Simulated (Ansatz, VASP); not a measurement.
Ni: VASP beside Ansatz

```
Ni
1.0
     2.42075    0.00000    0.00000
    -1.21037    2.09643    0.00000
     0.00000    0.00000    3.98296
Ni
2
Direct
  0.33333 0.66667 0.25000
  0.66667 0.33333 0.75000
```

Alike in both runs: task single point; functional BLYP; k mesh 16 × 16 × 9; occupations fermi-dirac, width 0.05 eV; collinear spin.

```csv
,VASP,Ansatz
version,VASP 6.6.1,Ansatz 0.2.0
potentials or method,"VASP PAW PBE potentials, release 64 (Ni), cutoff 520 eV","plane waves (420 eV) with PAW, scalar-relativistic"
valence electrons in the cell,20,36
```

|  | VASP | Ansatz | Ansatz less VASP |
| --- | --- | --- | --- |
| net moment per atom (μB) | 0.56 | 0.57 | +0.010 |
| size of the moment on the site where the two differ most (μB) | 0.56 | 0.60 | +0.037 |

VASP's potentials were made for PBE, not for BLYP. Site moments also hang on the region over which each program counts them. With one functional, cell and mesh, what is left measures potentials, basis and numerics. VASP's potentials hold 20 valence electrons a cell and Ansatz's 36, so a difference there can come from the potentials and not from the codes.
